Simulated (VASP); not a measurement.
# Si7C (P1) in VASP: single point with PBEsol

Aim: the single point of Si7C with PBEsol.

Program: VASP 6.6.1. These are calculated values, not measurements. Logs are shortened: lines on timing, memory, paths and dates and some standing lists are left out, and cuts for length are marked.

### 1 The cell of the first run

The typed cell holds 64 atoms: a = 10.363 Å, b = 10.363 Å, c = 10.363 Å, α = 90.00°, β = 90.00°, γ = 90.00°.

### 2 Single point, PBEsol

INCAR

```
ALGO     = Normal         # electronic algorithm
EDIFF    = 1E-6           # SCF threshold, eV
ENCUT    = 520            # plane-wave cutoff, eV
GGA      = PS             # functional
ISIF     = 2              # what is computed and relaxed
ISMEAR   = -1             # smearing method
ISYM     = 0            
LASPH    = T              # aspherical terms in the spheres
LCHARG   = F              # write CHGCAR
LREAL    = Auto         
LWAVE    = F              # write WAVECAR
NBANDS   = 166            # bands
NELM     = 80             # most SCF steps
PREC     = Accurate       # precision mode
SIGMA    = 0.05           # smearing width, eV
```

KPOINTS

```
Automatic mesh
0
Gamma
  1 1 1
  0.25 0.25 0.25
```

POSCAR

```
Si7C
1.0
   10.3626955226      0.0000000000      0.0000000000
    0.0000000000     10.3626955226      0.0000000000
    0.0000000000      0.0000000000     10.3626955226
Si C
56 8
Direct
    0.9899860000      0.9893230000      0.0030110000
    0.9958730000      0.9958140000      0.5064760000
    0.9497820000      0.5350140000      0.9918860000
    0.0159860000      0.5021980000      0.5062750000
    0.5197330000      0.9616920000      0.9780520000
    0.5025750000      0.9832530000      0.5008210000
    0.5064420000      0.5075150000      0.5039440000
    0.1271650000      0.1278060000      0.1222330000
    0.1286880000      0.1216680000      0.6267510000
    0.1239930000      0.6267480000      0.1020260000
    0.1272450000      0.6306770000      0.6497080000
    0.6184360000      0.1151840000      0.1123270000
    0.6253910000      0.1141270000      0.6353520000
    0.6080300000      0.6419690000      0.6557140000
    0.2631540000      0.2687080000      0.0044430000
    0.2540580000      0.2515850000      0.5023210000
    0.2823700000      0.7353070000      0.9783280000
    0.2649700000      0.7473080000      0.5092950000
    0.7381360000      0.2682460000      0.0078350000
    0.7523290000      0.2452270000      0.5095280000
    0.7415780000      0.7404090000      0.5044410000
    0.4154280000      0.4218300000      0.0898890000
    0.3685440000      0.3875750000      0.6332780000
    0.3864580000      0.8613760000      0.1258530000
    0.4057650000      0.8497340000      0.6592150000
    0.8485530000      0.4041770000      0.1473060000
    0.8789760000      0.3821900000      0.6344230000
    0.8365440000      0.8429530000      0.0925990000
    0.8651240000      0.8691430000      0.6352020000
    0.2541700000      0.9964100000      0.2519630000
    0.2530910000      0.9856530000      0.7494800000
    0.2557580000      0.4975240000      0.2279160000
    0.2816200000      0.5325120000      0.7828400000
    0.7491520000      0.9898690000      0.2394340000
    0.7191280000      0.9643030000      0.7739500000
    0.7579940000      0.5208720000      0.7705650000
    0.3859330000      0.1296040000      0.3745230000
    0.3782740000      0.1162670000      0.8783630000
    0.3864200000      0.6274160000      0.3526950000
    0.8753090000      0.1221840000      0.3694280000
    0.8579260000      0.1235970000      0.8781820000
    0.8621790000      0.6007230000      0.3723220000
    0.9945420000      0.2588280000      0.2412330000
    0.0059000000      0.2492280000      0.7604230000
    0.9857920000      0.7397630000      0.2379260000
    0.9638140000      0.7320790000      0.7789680000
    0.5068780000      0.2659540000      0.2359210000
    0.5026320000      0.2578300000      0.7552340000
    0.5435870000      0.7095400000      0.2010450000
    0.1322530000      0.3746070000      0.3670120000
    0.1155460000      0.4023170000      0.8888580000
    0.1206860000      0.8668130000      0.3778220000
    0.1213840000      0.8599000000      0.8762140000
    0.6448470000      0.3857760000      0.3706440000
    0.6050380000      0.4108650000      0.8905010000
    0.6207340000      0.8556130000      0.3576640000
    0.5104120000      0.5628490000      0.9716490000
    0.6066490000      0.6527610000      0.0390830000
    0.7106780000      0.7297580000      0.9645160000
    0.7669370000      0.4793530000      0.2856440000
    0.4180630000      0.6429620000      0.8765060000
    0.8311770000      0.6464580000      0.8885600000
    0.5095570000      0.7406590000      0.7876290000
    0.6166110000      0.8261370000      0.8740040000
```

Potentials or basis: VASP PAW PBE potentials, release 64 (Si, C).

On the command line:

```sh
> cat potpaw_PBE.64/Si/POTCAR potpaw_PBE.64/C/POTCAR > POTCAR
> mpirun -np 1 vasp_std > vasp.out
```

OUTCAR:

```text
EDIFF = 1E-6
   ENCUT = 520
   GGA = PS
   ISIF = 2
   ISMEAR = -1
   ISYM = 0
   LASPH = T
   LREAL = Auto
   NELM = 80
   PREC = Accurate

 ion  position               nearest neighbor table
   1  0.990  0.989  0.003-  53 2.32  41 2.34   8 2.37  28 2.39
   2  0.996  0.996  0.506-   9 2.27  52 2.29  40 2.30  29 2.31
   3  0.950  0.535  0.992-  62 2.00  10 2.34  26 2.35  51 2.45  46 3.01  36 3.04
   4  0.016  0.502  0.506-  50 2.30  11 2.30  27 2.31  42 2.35
   5  0.520  0.962  0.978-  64 2.04  24 2.31  12 2.35  38 2.40  35 2.96
   6  0.503  0.983  0.501-  13 2.32  56 2.33  37 2.34  25 2.37
   7  0.506  0.508  0.504-  23 2.32  14 2.35  39 2.36  54 2.36
   8  0.127  0.128  0.122-  43 2.29  30 2.32   1 2.37  15 2.37
   9  0.129  0.122  0.627-   2 2.27  16 2.27  31 2.29  44 2.30
  10  0.124  0.627  0.102-  32 2.32  45 2.33   3 2.34  17 2.37
  11  0.127  0.631  0.650-   4 2.30  33 2.34  18 2.37  46 2.40
  12  0.618  0.115  0.112-  19 2.29  34 2.29  47 2.33   5 2.35
  13  0.625  0.114  0.635-  20 2.30  48 2.32   6 2.32  35 2.33
  14  0.608  0.642  0.656-  63 1.99  36 2.33  21 2.33   7 2.35  25 3.00
  15  0.263  0.269  0.004-   8 2.37  38 2.37  51 2.39  22 2.41
  16  0.254  0.252  0.502-   9 2.27  50 2.28  37 2.28  23 2.29
  17  0.282  0.735  0.978-  61 2.00  24 2.28  53 2.36  10 2.37  33 2.92
[... 25 lines left out ...]
  43  0.995  0.259  0.241-  50 2.27   8 2.29  40 2.30  26 2.35
  44  0.006  0.249  0.760-   9 2.30  27 2.31  41 2.35  51 2.36
  45  0.986  0.740  0.238-  10 2.33  42 2.38  52 2.41  28 2.41
  46  0.964  0.732  0.779-  62 1.99  29 2.30  53 2.33  11 2.40   3 3.01  36 3.06
  47  0.507  0.266  0.236-  12 2.33  54 2.35  37 2.37  22 2.41
  48  0.503  0.258  0.755-  23 2.31  13 2.32  38 2.33  55 2.37
  49  0.544  0.710  0.201-  58 1.89  56 2.36  24 2.39  39 2.42
  50  0.132  0.375  0.367-  43 2.27  16 2.28   4 2.30  32 2.31
  51  0.116  0.402  0.889-  44 2.36  15 2.39   3 2.45  33 2.45
  52  0.121  0.867  0.378-   2 2.29  30 2.33  18 2.37  45 2.41
  53  0.121  0.860  0.876-  31 2.30   1 2.32  46 2.33  17 2.36
  54  0.645  0.386  0.371-  60 1.82  20 2.33  47 2.35   7 2.36  26 3.14
  55  0.605  0.411  0.891-  57 2.04  36 2.31  19 2.36  48 2.37  22 2.85
  56  0.621  0.856  0.358-  34 2.28  21 2.30   6 2.33  49 2.36
  57  0.510  0.563  0.972-  58 1.53  61 1.61  55 2.04  22 2.15
  58  0.607  0.653  0.039-  57 1.53  59 1.55  49 1.89
  59  0.711  0.730  0.965-  58 1.55  64 1.68  62 1.71  28 2.20
  60  0.767  0.479  0.286-  54 1.82  42 1.83  26 1.84
  61  0.418  0.643  0.877-  57 1.61  63 1.66  17 2.00  33 2.06
  62  0.831  0.646  0.889-  59 1.71  36 1.94  46 1.99   3 2.00
  63  0.510  0.741  0.788-  61 1.66  64 1.68  14 1.99  25 2.05
  64  0.617  0.826  0.874-  63 1.68  59 1.68   5 2.04  35 2.06

IMPORTANT INFORMATION: All symmetrisations will be switched off!
NOSYMM: (Re-)initialisation of all symmetry stuff for point group C_1.

----------------------------------------------------------------------------------------

                                     Primitive cell

  volume of cell :    1112.8028

  direct lattice vectors                    reciprocal lattice vectors
    10.362695523  0.000000000  0.000000000     0.096499989  0.000000000  0.000000000
     0.000000000 10.362695523  0.000000000     0.000000000  0.096499989  0.000000000
     0.000000000  0.000000000 10.362695523     0.000000000  0.000000000  0.096499989

  length of vectors
    10.362695523 10.362695523 10.362695523     0.096499989  0.096499989  0.096499989

  position of ions in fractional coordinates (direct lattice)
     0.989986000  0.989323000  0.003011000
     0.995873000  0.995814000  0.506476000
     0.949782000  0.535014000  0.991886000
     0.015986000  0.502198000  0.506275000
     0.519733000  0.961692000  0.978052000
     0.502575000  0.983253000  0.500821000
[... 56 lines left out ...]
     0.509557000  0.740659000  0.787629000
     0.616611000  0.826137000  0.874004000

  ion indices of the primitive-cell ions
   primitive index   ion index
                 1           1
                 2           2
                 3           3
                 4           4
                 5           5
                 6           6
[... 56 lines left out ...]
                63          63
                64          64

----------------------------------------------------------------------------------------

 KPOINTS: Automatic mesh

Automatic generation of k-mesh.
 Grid dimensions read from file:
 generate k-points for:    1    1    1

 Generating k-lattice:

  Cartesian coordinates                     Fractional coordinates (reciprocal lattice)
     0.096499989  0.000000000  0.000000000     1.000000000  0.000000000  0.000000000
     0.000000000  0.096499989  0.000000000     0.000000000  1.000000000  0.000000000
     0.000000000  0.000000000  0.096499989     0.000000000  0.000000000  1.000000000

  Length of vectors
     0.096499989  0.096499989  0.096499989

  Shift w.r.t. Gamma in fractional coordinates (k-lattice)
     0.250000000  0.250000000  0.250000000

 Subroutine IBZKPT returns following result:
 ===========================================

 Found      4 irreducible k-points:

 Following reciprocal coordinates:
            Coordinates               Weight
  0.250000  0.250000  0.250000      2.000000
 -0.250000  0.250000  0.250000      2.000000
 -0.250000 -0.250000  0.250000      2.000000
  0.250000 -0.250000  0.250000      2.000000
   k-points           NKPTS =      4   k-points in BZ     NKDIM =      4   number of bands    NBANDS=    166
   number of dos      NEDOS =    301   number of ions     NIONS =     64
   total plane-waves  NPLWV = 512000
   dimension x,y,z NGX =    80 NGY =   80 NGZ =   80
   dimension x,y,z NGXF=   160 NGYF=  160 NGZF=  160
   ions per type =              56   8
   NGX,Y,Z   is equivalent  to a cutoff of  12.83, 12.83, 12.83 a.u.
   NGXF,Y,Z  is equivalent  to a cutoff of  25.67, 25.67, 25.67 a.u.
 SYSTEM =  unknown system
   PREC   = accura    normal or accurate (medium, high low for compatibility)
   ISTART =      0    job   : 0-new  1-cont  2-samecut
   ICHARG =      2    charge: 1-file 2-atom 10-const
   ISPIN  =      1    spin polarized calculation?
   LNONCOLLINEAR =      F non collinear calculations
   LSORBIT =      F    spin-orbit coupling
   LASPH  =      T    aspherical Exc in radial PAW
   ENCUT  =  520.0 eV  38.22 Ry    6.18 a.u.  19.27 19.27 19.27*2*pi/ulx,y,z
   NELM   =     80;   NELMIN=  2; NELMDL= -5     # of ELM steps
   EDIFF  = 0.1E-05   stopping-criterion for ELM
   LREAL  =      T    real-space projection
   EDIFFG = 0.1E-04   stopping-criterion for IOM
   NSW    =      0    number of steps for IOM
   IBRION =     -1    ionic relax: 0-MD 1-quasi-New 2-CG
   NFREE  =      0    steps in history (QN), initial steepest desc. (CG)
   ISIF   =      2    stress and relaxation
   ISYM   =      0    0-nonsym 1-usesym 2-fastsym
   POTIM  = 0.5000    time-step for ionic-motion
   TEBEG  =    0.0;   TEEND  =   0.0 temperature during run
   PSTRESS=    0.0 pullay stress
   NELECT =     256.0000    total number of electrons
   NUPDOWN=      -1.0000    fix difference up-down
   EMIN   =  10.00;   EMAX   =-10.00  energy-range for DOS
   EFERMI =   0.00;   METHOD = LEGACY
   ISMEAR =    -1;   SIGMA  =   0.05  broadening in eV -4-tet -1-fermi 0-gaus
   EFERMI_NEDOS =   21; number of points for ismear=-14 and -15
   IALGO  =     38    algorithm
   IMIX   =      4    mixing-type and parameters
     AMIX     =   0.40;   BMIX     =  1.00
     AMIX_MAG =   1.60;   BMIX_MAG =  1.00
  volume/ion in A,a.u.               =      17.39       117.34
  Fermi-wavevector in a.u.,A,eV,Ry     =   1.003110  1.895604 13.690598  1.006231
  Thomas-Fermi vector in A             =   2.135641
   LORBIT       =      0    0 simple, 1 ext, 2 COOP (PROOUT), +10 PAW based schemes
   GGA     = PS    functional components
   LHFCALC =     F    Hartree Fock is set to
   AEXX    =    0.0000 exact exchange contribution
   IVDW    =     0    specifies the selected vdW correction
   LEPSILON=     F    determine dielectric tensor
   LRPA    =     F    only Hartree local field effects (RPA)
 non-spin polarized calculation
  energy-cutoff  :      520.00
  volume of cell :     1112.80
 maximum number of plane-waves:     30028
 NGX is ok and might be reduce to    80
   NGX = 39   NGY = 39   NGZ = 39

 number of electron     256.0000003 magnetization

 Free energy of the ion-electron system (eV)
  ---------------------------------------------------
  ext. energy  EPLUGINS =         0.00000000
  ---------------------------------------------------
  free energy    TOTEN  =      -382.11944923 eV

  energy without entropy =     -382.04278932  energy(sigma->0) =     -382.08111927

 E-fermi :   6.4528     XC(G=0):  -9.9684

 val. band max:        6.4286884612   @ k =   0.2500  -0.2500   0.2500
 cond. band min:       6.6043229108   @ k =  -0.2500   0.2500   0.2500
 fundamental gap:      0.1756344496
 Fermi energy:         6.4528340462

 k-point     1 :       0.2500    0.2500    0.2500
  band No.  band energies     occupation
      1      -9.9003      2.00000
      2      -8.0584      2.00000
      3      -7.5292      2.00000
      4      -6.5356      2.00000
      5      -6.1992      2.00000
      6      -5.4153      2.00000
[... 561 lines left out ...]
    139       7.9011      0.00000
    140       8.0262      0.00000
 [bands above 140 left out]

------------------------ aborting loop because EDIFF is reached ----------------------------------------

  FORCE on cell =-STRESS in cart. coord.  units (eV):
  Direction    XX          YY          ZZ          XY          YZ          ZX
  --------------------------------------------------------------------------------------
  -------------------------------------------------------------------------------------
  Total       -2.8398869     -1.6353087      7.6485579     -1.4360570     -4.2591503      5.2209623
  in kB       -4.0887769     -2.3544643     11.0121452     -2.0675881     -6.1321862      7.5169718
  external PRESSURE =       1.5229680 kB  Pullay stress =       0.0000000 kB

 VOLUME and BASIS-vectors are now :
 -----------------------------------------------------------------------------
  energy-cutoff  :      520.00
  volume of cell :     1112.80
      direct lattice vectors                 reciprocal lattice vectors
    10.362695523  0.000000000  0.000000000     0.096499989  0.000000000  0.000000000
     0.000000000 10.362695523  0.000000000     0.000000000  0.096499989  0.000000000
     0.000000000  0.000000000 10.362695523     0.000000000  0.000000000  0.096499989

 POSITION                                       TOTAL-FORCE (eV/Angst)
 -----------------------------------------------------------------------------------
     10.25892     10.25205      0.03120         0.047552      0.049543      0.064600
     10.31993     10.31932      5.24846        -0.065676      0.011638     -0.023553
      9.84230      5.54419     10.27861         0.035164     -0.010448     -0.021238
      0.16566      5.20412      5.24637        -0.093524     -0.006625     -0.036864
      5.38583      9.96572     10.13526         0.012616      0.047818     -0.015512
      5.20803     10.18915      5.18986         0.019325     -0.079933      0.077253
[... 56 lines left out ...]
      5.28038      7.67522      8.16196         0.095274      0.074938      0.141294
      6.38975      8.56101      9.05704        -0.066354     -0.016245     -0.077666
 -----------------------------------------------------------------------------------
    total drift:                                0.019373     -0.000555      0.014701

  FREE ENERGIE OF THE ION-ELECTRON SYSTEM (eV)
  ---------------------------------------------------
  free  energy   TOTEN  =      -382.1194492256 eV

  energy  without entropy=     -382.0427893214  energy(sigma->0) =     -382.08111927
```

Run time: 18 min. Hardware: 1 thread of Intel Xeon Platinum 8488C (Sapphire Rapids), shared host; peak memory 1.2 GiB.

What came out:

* Free energy: -382.1194 eV
* Pressure: 0.2 GPa
* Largest force: 0.425 eV/Å

Forces on the atoms (eV/Å):
```
Si   0.048  0.050  0.065
Si  -0.066  0.012 -0.024
Si   0.035 -0.010 -0.021
Si  -0.094 -0.007 -0.037
Si   0.013  0.048 -0.016
Si   0.019 -0.080  0.077
Si  -0.156  0.000  0.023
Si   0.035 -0.062 -0.040
Si   0.011  0.026  0.006
Si   0.076  0.069 -0.053
Si  -0.006 -0.041  0.018
Si   0.140 -0.105 -0.017
Si  -0.003 -0.054 -0.046
Si  -0.091 -0.101 -0.067
Si  -0.056 -0.014 -0.023
Si  -0.072  0.069  0.045
Si  -0.119 -0.088  0.027
Si  -0.011  0.064 -0.072
Si  -0.148  0.078  0.002
Si   0.019  0.030  0.009
Si   0.024  0.061 -0.032
Si  -0.033 -0.105 -0.184
Si   0.173 -0.034  0.001
Si   0.092  0.058  0.058
Si  -0.040 -0.163 -0.066
Si   0.098 -0.069 -0.002
Si   0.022 -0.027  0.020
Si   0.021 -0.132 -0.063
Si   0.048  0.082 -0.136
Si  -0.024 -0.019 -0.073
Si  -0.064  0.036 -0.040
Si  -0.135  0.026  0.080
Si  -0.018 -0.092 -0.021
Si  -0.001  0.098  0.019
Si   0.068  0.046  0.254
Si  -0.117  0.044 -0.053
Si  -0.155 -0.014 -0.032
Si   0.142  0.058  0.023
Si   0.103 -0.066  0.144
Si  -0.015 -0.033  0.021
Si  -0.014 -0.091  0.026
Si   0.028  0.022 -0.043
Si  -0.022 -0.015 -0.017
Si  -0.047  0.047  0.000
Si  -0.069  0.106  0.073
Si   0.023 -0.011  0.089
Si   0.035  0.080 -0.077
Si  -0.176  0.092  0.028
Si  -0.185  0.174  0.210
Si   0.038 -0.002  0.021
Si   0.103 -0.044 -0.070
Si   0.096 -0.092 -0.064
Si  -0.044 -0.008  0.082
Si  -0.039 -0.041  0.113
Si  -0.011 -0.116 -0.074
Si   0.212 -0.012 -0.069
C    0.310  0.066  0.210
C   -0.258 -0.266 -0.208
C    0.023  0.273  0.097
C    0.093  0.190 -0.049
C    0.149  0.016 -0.090
C   -0.039 -0.068 -0.025
C    0.095  0.075  0.141
C   -0.066 -0.016 -0.078
```

Stress tensor (GPa, compression positive):
```
-0.41 -0.21  0.75
-0.21 -0.24 -0.61
 0.75 -0.61  1.10
```

Caveat: the k points lie up to 0.61 Å⁻¹ apart; the PAW data sets were made with another functional, which shifts forces and pressure a little.
